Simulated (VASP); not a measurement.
# MgO2 (R-3m) in VASP: a series of runs

Runs on MgO2. Level: PBEsol. Tasks: single point.

Everything below comes from runs of VASP 6.6.1. Logs are shortened: lines on timing, memory, paths and dates and some standing lists are left out, and cuts for length are marked.

**1. The cell of the first run**

Symmetry: R-3m, No. 166, trigonal system. The conventional cell has a = 3.168 Å, b = 3.168 Å, c = 10.372 Å, α = 90.00°, β = 90.00°, γ = 120.00°. Mg (site symmetry -3m) has 6 O at 2.08 Å within 2.8 Å. O (site symmetry 3m) has 1 O at 1.47 Å within 2.0 Å.

**2. Single point, PBEsol**

INCAR

```
SYSTEM = MgO2
PREC = Accurate
ENCUT = 520
EDIFF = 1E-6
ISMEAR = 0
SIGMA = 0.02
LREAL = .FALSE.
LASPH = .TRUE.
NELM = 80
ALGO = Normal
ISIF = 2
LWAVE = .FALSE.
LCHARG = .FALSE.
GGA = PS
NBANDS = 14
```

KPOINTS

```
regular mesh
0
G
  12 12 12
  0 0 0
```

POSCAR

```
MgO2
1.0
    1.5838234691      0.9144209062      3.4573706184
   -1.5838234691      0.9144209062      3.4573706184
    0.0000000000     -1.8288418125      3.4573706184
Mg O
1 2
Direct
    0.0000000000      0.0000000000      0.0000000000
    0.4291433726      0.4291433726      0.4291433726
    0.5708566274      0.5708566274      0.5708566274
```

Potentials or basis: VASP PAW PBE potentials, release 64 (Mg, O).

Started as:

```console
$ cat potpaw_PBE.64/Mg/POTCAR potpaw_PBE.64/O/POTCAR > POTCAR
$ mpirun -np 1 vasp_std > vasp.out
```

OUTCAR:

```text
SYSTEM = MgO2
   PREC = Accurate
   ENCUT = 520
   EDIFF = 1E-6
   ISMEAR = 0
   LREAL = .FALSE.
   LASPH = .TRUE.
   NELM = 80
   ISIF = 2
   GGA = PS

 ion  position               nearest neighbor table
   1  0.000  0.000  0.000-   3 2.08   2 2.08   3 2.08   3 2.08   2 2.08   2 2.08
   2  0.429  0.429  0.429-   3 1.47   1 2.08   1 2.08   1 2.08
   3  0.571  0.571  0.571-   2 1.47   1 2.08   1 2.08   1 2.08

  LATTYP: Found a trigonal (rhomboedric) cell.
 ALAT       =     3.9112752355
 COS(alpha) =     0.6720506403

  Lattice vectors:

 A1 = (   1.5838234691,   0.9144209062,   3.4573706184)
 A2 = (  -1.5838234691,   0.9144209062,   3.4573706184)
 A3 = (   0.0000000000,  -1.8288418125,   3.4573706184)

Analysis of symmetry for initial positions (statically):
=====================================================================
 Subroutine PRICEL returns:
 Original cell was already a primitive cell.

 Routine SETGRP: Setting up the symmetry group for a
 trigonal (rhombohedral) supercell.

 Subroutine GETGRP returns: Found 12 space group operations
 (whereof 12 operations were pure point group operations)
 out of a pool of 12 trial point group operations.

The static configuration has the point symmetry D_3d.

Analysis of symmetry for dynamics (positions and initial velocities):
=====================================================================
 Subroutine PRICEL returns:
 Original cell was already a primitive cell.

 Routine SETGRP: Setting up the symmetry group for a
 trigonal (rhombohedral) supercell.

 Subroutine GETGRP returns: Found 12 space group operations
 (whereof 12 operations were pure point group operations)
 out of a pool of 12 trial point group operations.

The dynamic configuration has the point symmetry D_3d.

 Subroutine INISYM returns: Found 12 space group operations
 (whereof 12 operations are pure point group operations),
 and found     1 'primitive' translations

----------------------------------------------------------------------------------------

                                     Primitive cell

  volume of cell :      30.0435

  direct lattice vectors                    reciprocal lattice vectors
     1.583823469  0.914420906  3.457370618     0.315691748  0.182264716  0.096412381
    -1.583823469  0.914420906  3.457370618    -0.315691748  0.182264716  0.096412381
     0.000000000 -1.828841813  3.457370618     0.000000000 -0.364529432  0.096412381

  length of vectors
     3.911275236  3.911275236  3.911275236     0.377063726  0.377063726  0.377063726

  position of ions in fractional coordinates (direct lattice)
     0.000000000  0.000000000  0.000000000
     0.429143373  0.429143373  0.429143373
     0.570856627  0.570856627  0.570856627

  ion indices of the primitive-cell ions
   primitive index   ion index
                 1           1
                 2           2
                 3           3

----------------------------------------------------------------------------------------

 KPOINTS: regular mesh

Automatic generation of k-mesh.
 Grid dimensions read from file:
 generate k-points for:   12   12   12

 Generating k-lattice:

  Cartesian coordinates                     Fractional coordinates (reciprocal lattice)
     0.026307646  0.015188726  0.008034365     0.083333333 -0.000000000  0.000000000
    -0.026307646  0.015188726  0.008034365    -0.000000000  0.083333333  0.000000000
     0.000000000 -0.030377453  0.008034365    -0.000000000 -0.000000000  0.083333333

  Length of vectors
     0.031421977  0.031421977  0.031421977

  Shift w.r.t. Gamma in fractional coordinates (k-lattice)
     0.000000000  0.000000000  0.000000000

 Subroutine IBZKPT returns following result:
 ===========================================

 Found    189 irreducible k-points:

 Following reciprocal coordinates:
            Coordinates               Weight
  0.000000  0.000000  0.000000      1.000000
  0.083333 -0.000000  0.000000      6.000000
  0.166667  0.000000  0.000000      6.000000
  0.250000  0.000000  0.000000      6.000000
  0.333333  0.000000  0.000000      6.000000
  0.416667  0.000000  0.000000      6.000000
[... 16 lines left out ...]
  0.500000  0.166667  0.000000     12.000000
 -0.416667  0.166667  0.000000     12.000000
 [... further k-points ...]
   k-points           NKPTS =    189   k-points in BZ     NKDIM =    189   number of bands    NBANDS=     14
   number of dos      NEDOS =    301   number of ions     NIONS =      3
   total plane-waves  NPLWV =  27000
   dimension x,y,z NGX =    30 NGY =   30 NGZ =   30
   dimension x,y,z NGXF=    60 NGYF=   60 NGZF=   60
   ions per type =               1   2
   NGX,Y,Z   is equivalent  to a cutoff of  12.75, 12.75, 12.75 a.u.
   NGXF,Y,Z  is equivalent  to a cutoff of  25.50, 25.50, 25.50 a.u.
 SYSTEM =  MgO2
   PREC   = accura    normal or accurate (medium, high low for compatibility)
   ISTART =      0    job   : 0-new  1-cont  2-samecut
   ICHARG =      2    charge: 1-file 2-atom 10-const
   ISPIN  =      1    spin polarized calculation?
   LNONCOLLINEAR =      F non collinear calculations
   LSORBIT =      F    spin-orbit coupling
   LASPH  =      T    aspherical Exc in radial PAW
   ENCUT  =  520.0 eV  38.22 Ry    6.18 a.u.   7.27  7.27  7.27*2*pi/ulx,y,z
   NELM   =     80;   NELMIN=  2; NELMDL= -5     # of ELM steps
   EDIFF  = 0.1E-05   stopping-criterion for ELM
   LREAL  =      F    real-space projection
[... 7 lines left out ...]
   TEBEG  =    0.0;   TEEND  =   0.0 temperature during run
   PSTRESS=    0.0 pullay stress
   NELECT =      14.0000    total number of electrons
   NUPDOWN=      -1.0000    fix difference up-down
   EMIN   =  10.00;   EMAX   =-10.00  energy-range for DOS
   EFERMI =   0.00;   METHOD = LEGACY
   ISMEAR =     0;   SIGMA  =   0.02  broadening in eV -4-tet -1-fermi 0-gaus
   EFERMI_NEDOS =   21; number of points for ismear=-14 and -15
   IALGO  =     38    algorithm
   IMIX   =      4    mixing-type and parameters
     AMIX     =   0.40;   BMIX     =  1.00
     AMIX_MAG =   1.60;   BMIX_MAG =  1.00
  volume/ion in A,a.u.               =      10.01        67.58
  Fermi-wavevector in a.u.,A,eV,Ry     =   1.269212  2.398463 21.917610  1.610899
  Thomas-Fermi vector in A             =   2.402265
   LORBIT       =      0    0 simple, 1 ext, 2 COOP (PROOUT), +10 PAW based schemes
   GGA     = PS    functional components
   LHFCALC =     F    Hartree Fock is set to
   AEXX    =    0.0000 exact exchange contribution
   IVDW    =     0    specifies the selected vdW correction
   LEPSILON=     F    determine dielectric tensor
   LRPA    =     F    only Hartree local field effects (RPA)
 non-spin polarized calculation
 Gauss-broadening in eV      SIGMA  =   0.02
  energy-cutoff  :      520.00
  volume of cell :       30.04
 maximum number of plane-waves:       826
 NGX is ok and might be reduce to    30
   NGX = 15   NGY = 15   NGZ = 15

 number of electron      14.0000002 magnetization

 Free energy of the ion-electron system (eV)
  ---------------------------------------------------
  ext. energy  EPLUGINS =         0.00000000
  ---------------------------------------------------
  free energy    TOTEN  =       -17.22253066 eV

  energy without entropy =      -17.22253066  energy(sigma->0) =      -17.22253066

 E-fermi :   3.0773     XC(G=0): -10.6189

 val. band max:        2.9432469611   @ k =   0.5000   0.5000   0.5000
 cond. band min:       5.3919010804   @ k =   0.5000   0.5000   0.5000
 fundamental gap:      2.4486541193
 Fermi energy:         3.0773387600

 k-point     1 :       0.0000    0.0000    0.0000
  band No.  band energies     occupation
      1     -18.7247      2.00000
      2     -11.5438      2.00000
      3      -5.0765      2.00000
      4      -0.5704      2.00000
      5      -0.5704      2.00000
      6       2.0885      2.00000
      7       2.0885      2.00000
      8       7.5402      0.00000
      9       7.9743      0.00000
     10      15.1958      0.00000
     11      16.9246      0.00000
     12      17.7376      0.00000
     13      17.7376      0.00000
     14      19.7418      0.00000

 k-point     2 :       0.0833   -0.0000    0.0000
  band No.  band energies     occupation
      1     -18.6913      2.00000
      2     -11.5656      2.00000
      3      -5.0220      2.00000
      4      -0.7782      2.00000
      5      -0.5964      2.00000
      6       2.0338      2.00000
      7       2.0564      2.00000
      8       7.7039      0.00000
      9       8.0877      0.00000
     10      15.2108      0.00000
     11      16.9979      0.00000
     12      17.0659      0.00000
     13      17.9371      0.00000
     14      19.4121      0.00000

 k-point     3 :       0.1667    0.0000    0.0000
  band No.  band energies     occupation
      1     -18.5984      2.00000
      2     -11.6253      2.00000
      3      -4.8717      2.00000
      4      -1.3082      2.00000
      5      -0.6663      2.00000
      6       1.9090      2.00000
      7       1.9694      2.00000
      8       7.7914      0.00000
      9       8.6978      0.00000
     10      15.2361      0.00000
     11      15.8400      0.00000
     12      17.3465      0.00000
     13      18.5184      0.00000
     14      18.6847      0.00000
[... 324 lines left out ...]
 k-point    23 :       0.5000    0.1667    0.0000
  band No.  band energies     occupation
      1     -18.1626      2.00000
      2     -11.9857      2.00000
      3      -3.8395      2.00000
      4      -3.1007      2.00000
      5      -1.3055      2.00000
      6       1.3472      2.00000
      7       1.9358      2.00000
      8       7.1721      0.00000
      9      12.2169      0.00000
     10      13.1006      0.00000
     11      15.3684      0.00000
     12      17.4404      0.00000
     13      17.8685      0.00000
     14      20.3805      0.00000

 k-point    24 :      -0.4167    0.1667    0.0000
  band No.  band energies     occupation
      1     -18.1499      2.00000
      2     -11.9247      2.00000
      3      -4.0133      2.00000
      4      -3.0360      2.00000
      5      -1.3619      2.00000
      6       1.4155      2.00000
      7       1.7089      2.00000
      8       7.2681      0.00000
      9      12.2513      0.00000
     10      13.3252      0.00000
     11      15.6662      0.00000
     12      17.3742      0.00000
     13      17.6210      0.00000
     14      20.3721      0.00000

 [... further k-points ...]

------------------------ aborting loop because EDIFF is reached ----------------------------------------

  FORCE on cell =-STRESS in cart. coord.  units (eV):
  Direction    XX          YY          ZZ          XY          YZ          ZX
  --------------------------------------------------------------------------------------
  -------------------------------------------------------------------------------------
  Total       -0.1328683     -0.1328683      0.2031136      0.0000000     -0.0000000     -0.0000000
  in kB       -7.0856838     -7.0856838     10.8317713      0.0000000     -0.0000000     -0.0000000
  external PRESSURE =      -1.1131988 kB  Pullay stress =       0.0000000 kB

 VOLUME and BASIS-vectors are now :
 -----------------------------------------------------------------------------
  energy-cutoff  :      520.00
  volume of cell :       30.04
      direct lattice vectors                 reciprocal lattice vectors
     1.583823469  0.914420906  3.457370618     0.315691748  0.182264716  0.096412381
    -1.583823469  0.914420906  3.457370618    -0.315691748  0.182264716  0.096412381
     0.000000000 -1.828841813  3.457370618     0.000000000 -0.364529432  0.096412381

 POSITION                                       TOTAL-FORCE (eV/Angst)
 -----------------------------------------------------------------------------------
      0.00000      0.00000      0.00000         0.000000     -0.000000     -0.000000
      0.00000     -0.00000      4.45112         0.000000      0.000000     -0.204926
      0.00000     -0.00000      5.92099         0.000000     -0.000000      0.204926
 -----------------------------------------------------------------------------------
    total drift:                                0.000000      0.000000      0.000000

  FREE ENERGIE OF THE ION-ELECTRON SYSTEM (eV)
  ---------------------------------------------------
  free  energy   TOTEN  =       -17.2225306582 eV

  energy  without entropy=      -17.2225306582  energy(sigma->0) =      -17.22253066
```

Wall time 87 s (1 thread of Intel Xeon Platinum 8259CL at 2.50GHz (Skylake/Cascade Lake), shared host); peak memory 0.22 GiB.

Results:

* Free energy: -17.2225 eV
* Pressure: -0.1 GPa
* Largest force: 0.205 eV/Å
* Band gap on the k mesh: 2.45 eV

Forces on the atoms (eV/Å):
```
Mg   0.000  0.000  0.000
O    0.000  0.000 -0.205
O    0.000  0.000  0.205
```

Caveat: the PAW data sets were made with another functional, which shifts forces and pressure a little.

**3. Single point, PBEsol**

INCAR

```
PREC = Accurate
ENCUT = 520
EDIFF = 1E-6
ISMEAR = 0
SIGMA = 0.02
LREAL = F
LASPH = T
NELM = 100
ALGO = Normal
ISIF = 2
LWAVE = F
LCHARG = F
GGA = PS
NBANDS = 14
```

KPOINTS

```
Automatic mesh
0
Gamma
  12 12 12
```

POSCAR is that of step 2.

Potentials or basis: VASP PAW PBE potentials, release 64 (Mg, O).

Started as:

```console
$ cat potpaw_PBE.64/Mg/POTCAR potpaw_PBE.64/O/POTCAR > POTCAR
$ mpirun -np 1 vasp_std > vasp.out
```

Run time: 87 s. Hardware: 1 thread of Intel Xeon Platinum 8259CL at 2.50GHz (Skylake/Cascade Lake), shared host; peak memory 0.22 GiB.

It converged, with:

* Free energy: -17.2225 eV
* Pressure: -0.1 GPa
* Largest force: 0.205 eV/Å
* Band gap on the k mesh: 2.45 eV

Forces on the atoms (eV/Å):
```
Mg   0.000  0.000  0.000
O    0.000  0.000 -0.205
O    0.000  0.000  0.205
```

Stress tensor (GPa, compression positive):
```
-0.71  0.00  0.00
 0.00 -0.71  0.00
 0.00  0.00  1.08
```

Levels at points of the mesh, in eV from the valence-band top:
```
           k point  band 5  band 6  band 7  band 8  band 9  band 10
(0.00, 0.00, 0.00)   -3.51   -0.85   -0.85    4.60    5.03    12.25
(0.50, 0.00, 0.00)   -3.88   -1.32   -1.20    4.34    8.60    10.41
(0.50, 0.50, 0.00)   -4.56   -2.26   -0.15    3.69    7.72    11.12
(0.50, 0.50, 0.50)   -4.05    0.00    0.00    2.45    4.85     9.63
```

Caveat: the PAW data sets were made with another functional, which shifts forces and pressure a little. A k mesh can miss the band edges.

**4. Single point, PBEsol (10.31 Å³/atom)**

This run uses another cell than the first one, of 10.31 Å³/atom.

INCAR

```
PREC = Accurate ; ENCUT = 520
EDIFF = 1E-6 ; ISMEAR = 0
SIGMA = 0.02 ; LREAL = False
LASPH = True ; NELM = 80
ALGO = Normal ; ISIF = 2
LWAVE = False ; LCHARG = False
GGA = PS ; NBANDS = 14
```

KPOINTS is that of step 3.

POSCAR

```
MgO2
1.0
    1.6025863695      0.9252536718      3.4781941519
   -1.6025863695      0.9252536718      3.4781941519
    0.0000000000     -1.8505073437      3.4781941518
Mg O
1 2
Direct
    0.0000000000      0.0000000000      0.0000000000
    0.4291822502      0.4291822502      0.4291822502
    0.5708177498      0.5708177498      0.5708177498
```

Started as:

```console
$ cat potpaw_PBE.64/Mg/POTCAR potpaw_PBE.64/O/POTCAR > POTCAR
$ mpirun -np 1 vasp_std > vasp.out
```

Run time: 88 s. Hardware: 1 thread of Intel Xeon Platinum 8259CL at 2.50GHz (Skylake/Cascade Lake), shared host; peak memory 0.22 GiB.

The run converged. Its results:

```yaml
Free_energy: -17.2117 eV
Pressure: -3.7 GPa
Largest_force: 0.198 eV/Å
Band_gap_on_the_k_mesh: 2.36 eV
```

Forces in eV/Å, atoms in the order of the input:
```
Mg   0.000  0.000  0.000
O    0.000  0.000 -0.198
O    0.000  0.000  0.198
```

Stress tensor (GPa, compression positive):
```
-4.26  0.00  0.00
 0.00 -4.26  0.00
 0.00  0.00 -2.58
```

Levels at points of the mesh, in eV from the valence-band top:
```csv
k point,band 4,band 5,band 6,band 7,band 8,band 9,band 10,band 11
"(0.00, 0.00, 0.00)",-3.45,-3.45,-0.82,-0.82,4.43,4.95,12.04,13.77
"(0.50, 0.00, 0.00)",-6.19,-3.79,-1.28,-1.14,4.27,8.44,10.08,12.44
"(0.50, 0.50, 0.00)",-5.52,-4.47,-2.19,-0.13,3.61,7.62,10.87,12.25
"(0.50, 0.50, 0.50)",-3.97,-3.97,0.00,0.00,2.36,4.78,9.35,14.01
```

Caveat: the cell stands under tension; the PAW data sets were made with another functional, which shifts forces and pressure a little. A k mesh can miss the band edges.
